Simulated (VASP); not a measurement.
Set up this calculation in VASP 6.6.1, as the native input.

- Task: single point
- Functional: PBE
- Potentials or basis: VASP PAW PBE potentials, release 64 (Ti_sv, O)
- Cutoff: 520 eV
- k mesh: 1 × 1 × 1, shifted
- Occupations: fermi-dirac, width 0.01 eV
- Spin: no spin polarisation
- Dipole correction: no
- Further INCAR settings: ALGO = Normal; EDIFF = 1e-06; NBANDS = 117

The structure of Ti8O17 (a cell with a defect) lies in POSCAR:

```
Ti8O17
1.0
    4.6435389800      4.6435389800      0.0000000000
   -4.6435389800      4.6435389800      0.0000000000
    0.0000000000      0.0000000000      5.9273749100
Ti O
8 17
Direct
   -0.0221233203      0.5067745765     -0.0202614145
    0.5042281351      0.0249451982      0.0162574498
    0.0025004636     -0.0034372491      0.2605030091
    0.5136212941      0.5117711965      0.2630193001
    0.0120196041      0.4960299698      0.4933683198
    0.5063837108      0.0137056026      0.5178702287
    0.0060171779      0.0091540095      0.7599515921
    0.4942807651      0.5219682683      0.7603821369
    0.1943672711      0.4222809388      0.2134832062
    0.6901080219      0.0092219534      0.2561096646
   -0.0181180777      0.1982451324      0.0026811194
    0.5079600947      0.7025000789      0.0015421667
   -0.0089704211      0.8098180108      0.0004118181
    0.5159869467      0.3146338399     -0.0000020245
    0.2991204566      0.0105810461      0.2495457133
    0.8106239694      0.5153715755      0.2544770700
    0.1949281580      0.5107676516      0.7562901062
    0.6873567798      0.0160972052      0.7559869366
   -0.0019994448      0.2019966892      0.5045724364
    0.5272994392      0.7090220442      0.5194432690
   -0.0211370036      0.8194098330      0.5124621010
    0.4983404920      0.3181576609      0.4981706143
    0.3001986214      0.0085120423      0.7515750341
    0.8088694886      0.4969685858      0.7382575029
    0.2257030693      0.6235597488      0.3079538628
```

These files were run (other wordings do the same):

INCAR

```
PREC = Accurate
ENCUT = 520
EDIFF = 1E-6
ISMEAR = -1
SIGMA = 0.01
LREAL = F
LASPH = T
NELM = 120
ALGO = Normal
ISIF = 2
LWAVE = F
LCHARG = T
GGA = PE
LELF = T
LVHAR = T
NBANDS = 117
GGA_COMPAT = F
```

KPOINTS

```
Automatic mesh
0
Gamma
  1 1 1
  0.25 0.25 0.25
```

Potentials or basis: VASP PAW PBE potentials, release 64 (Ti_sv, O).

Launch:

```bash
$ cat potpaw_PBE.64/Ti_sv/POTCAR potpaw_PBE.64/O/POTCAR > POTCAR
$ mpirun -np 1 vasp_std > vasp.out
```

It gave:

- Pressure: 6.0 GPa
- Largest force: 0.333 eV/Å
- Band gap on the k mesh: 2.37 eV

It took 8.9 min on 1 thread of Intel Xeon 8259CL, on a shared host, peak memory 0.37 GiB.
